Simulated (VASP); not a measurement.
Wanted: the native input for a VASP 6.6.1 run.

- Task: electric field gradients
- Functional: PBEsol
- Potentials or basis: VASP PAW PBE potentials, release 64 (Bi_d)
- Cutoff: 520 eV
- k mesh: 9 × 9 × 3
- Occupations: fermi-dirac, width 0.08 eV
- Spin: no spin polarisation
- Dipole correction: no
- Further INCAR settings: ALGO = Normal; EDIFF = 1e-08; NBANDS = 22

The structure of Bi lies in POSCAR:

```
Bi
1.0
    4.5390002997      0.0000000000      0.0000000000
   -2.2695001499      3.9308895674      0.0000000000
    0.0000000000      0.0000000000     12.0655800000
Bi
2
Direct
    0.3333333333      0.6666666667      0.2500000000
    0.6666666667      0.3333333333      0.7500000000
```

This isn't the form of Bi at room conditions, which is rhombohedral.

This cell differs from its parent crystal: zz strain of +2 %.

The input as run:

INCAR

```
PREC     = Accurate       # precision mode
ENCUT    = 520            # plane-wave cutoff, eV
EDIFF    = 1E-8           # SCF threshold, eV
ISMEAR   = -1             # smearing method
SIGMA    = 0.08           # smearing width, eV
LREAL    = F              # projectors in reciprocal space
LASPH    = T              # aspherical terms in the spheres
NELM     = 100            # most SCF steps
ALGO     = Normal         # electronic algorithm
ISIF     = 2              # what is computed and relaxed
LWAVE    = F              # write WAVECAR
LCHARG   = F              # write CHGCAR
GGA      = PS             # functional
LEFG     = T            
NBANDS   = 22             # bands
```

KPOINTS

```
Automatic mesh
0
Gamma
  9 9 3
```

Potentials or basis: VASP PAW PBE potentials, release 64 (Bi_d).

Run with:

```sh
$ cat potpaw_PBE.64/Bi_d/POTCAR > POTCAR
$ mpirun -np 1 vasp_std > vasp.out
```

It gave:

```yaml
Pressure: -3.4 GPa
Band_gap_on_the_k_mesh: zero (bands 15 and 16 overlap by 2.14 eV)
Largest_electric_field_gradient_by_atom: Bi -231.0 V/Å²
```

Caveat: the cell differs from its parent crystal (zz strain of +2 %); the cell stands under tension; without QUAD_EFG the Cq values of the log hold for a quadrupole moment of 1 mb, not for the nuclei; the PAW data sets were made with another functional, which shifts forces and pressure a little; spin-orbit coupling is left out, which moves the levels of the heavy elements.

It took 80 s on 1 thread of Intel(R) Xeon(R) Platinum 8488C (Sapphire Rapids) (shared host), peak memory 0.36 GiB.
